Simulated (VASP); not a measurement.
Al2Ni3, 10 atoms in the cell. The structure is tetragonal, space group P4/mmm (No. 123). Conventional cell: a = 2.866 Å, b = 2.866 Å, c = 13.926 Å, α = 90.00°, β = 90.00°, γ = 90.00°. Al (site symmetry 4mm) has 9 Ni at 2.42 to 2.65 Å and 5 Al at 2.87 to 2.88 Å within 3.2 Å. Al (site symmetry 4mm) has 8 Ni at 2.48 Å and 6 Al at 2.86 to 2.88 Å within 3.3 Å. Within 3.2 Å of Ni (site symmetry 4mm) lie 4 Al at 2.42 Å and 10 Ni at 2.42 to 2.87 Å. Within 3.3 Å of Ni (site symmetry 4mm) lie 8 Al at 2.48 to 2.49 Å and 6 Ni at 2.77 to 2.87 Å. Within 3.3 Å of Ni (site symmetry 4/mmm) lie 8 Al at 2.48 Å and 6 Ni at 2.86 to 2.87 Å. Ni (site symmetry 4/mmm) has 12 Ni at 2.42 to 2.87 Å and 2 Al at 2.65 Å within 3.2 Å. 

* Program: VASP 6.6.1
* Task: single point
* Functional: PBEsol
* Potentials or basis: VASP PAW PBE potentials, release 64 (Al, Ni)
* Cutoff: 520 eV
* k mesh: 13 × 13 × 3
* Occupations: gaussian, width 0.15 eV
* Spin: collinear spin
* Starting moments: [0.0, 0.0, 0.0, 0.0, 0.0, 0.0, 0.0, 0.0, 0.0, 0.18] μB
* Dipole correction: no
* Further INCAR settings: ALGO = Fast; EDIFF = 1e-06; NBANDS = 51

Potentials or basis: VASP PAW PBE potentials, release 64 (Al, Ni).

Launch:

```console
$ cat potpaw_PBE.64/Al/POTCAR potpaw_PBE.64/Ni/POTCAR > POTCAR
$ mpirun -np 1 vasp_std > vasp.out
```

Hardware: 1 thread of AMD EPYC 9R45 96-Core Processor (Zen 5) (shared host).

Task: How long does it take, and how much memory?

Result: Run time: 11 min on 1 thread of AMD EPYC 9R45 96-Core Processor (Zen 5) (shared host), peak memory 0.55 GiB. Counts: scf iterations 24, k points 56.
